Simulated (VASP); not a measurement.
Runs of VASP 6.6.1 on WC. The structure is that of space group P-6m2 (No. 187), or close to it. The cells are those of the table. 

```csv
task,potentials or basis,cell,cutoff (eV),second run,gap on the mesh (eV),pressure (GPa)
electric field gradients,"VASP PAW PBE potentials, release 64 (W_sv, C)","a = 2.901, b = 2.901, c = 2.886 Å, angles 90.0, 90.0, 120.0°, 2 atoms",520,-,none,-8.0
electric field gradients,"VASP PAW PBE potentials, release 64 (W_sv, C)","a = 2.929, b = 2.929, c = 2.857 Å, angles 90.0, 90.0, 120.0°, 2 atoms",520,-,none,-11.0
single point,"VASP PAW PBE potentials, release 64 (W_sv, C)","a = 2.929, b = 2.929, c = 2.857 Å, angles 90.0, 90.0, 120.0°, 2 atoms",520,-,none,-11.0
single point,"VASP PAW PBE potentials, release 64 (W_sv, C)","a = 2.901, b = 2.901, c = 2.857 Å, angles 90.0, 90.0, 120.0°, 2 atoms",520,-,none,-3.9
electric field gradients,"VASP PAW PBE potentials, release 64 (W_sv, C)","a = 2.841, b = 2.841, c = 2.771 Å, angles 90.0, 90.0, 120.0°, 2 atoms",520,-,none,29.5
electric field gradients,"VASP PAW PBE potentials, release 64 (W_sv, C_h)","a = 2.871, b = 2.871, c = 2.800 Å, angles 90.0, 90.0, 120.0°, 2 atoms",910,hard_potentials,none,(a)
single point,"VASP PAW PBE potentials, release 64 (W_sv, C)","a = 2.930, b = 2.930, c = 2.829 Å, angles 90.0, 90.0, 120.0°, 2 atoms",520,-,none,(b)
electric field gradients,"VASP PAW PBE potentials, release 64 (W_sv, C)","a = 2.842, b = 2.842, c = 2.829 Å, angles 90.0, 90.0, 120.0°, 2 atoms",520,-,none,17.8
```

Alike in all rows: level PBEsol; no spin polarisation; k mesh 13 × 13 × 12; smearing fermi-dirac 0.05 eV.

Question: Fill in the values left out.

Answer: (a) 13.7; (b) -7.0.

Caveats: the PAW data sets were made with another functional, which shifts forces and pressure a little; spin-orbit coupling is left out, which moves the levels of the heavy elements; the cutoff is under 1.25 times the usual one of these potentials, so pressure, stress and relaxed cells hold a basis-set (Pulay) error (some runs).

A k mesh can miss the band edges, and the runs leave out spin-orbit coupling on W.

A gap of «none» marks levels without a gap at the run's occupations.
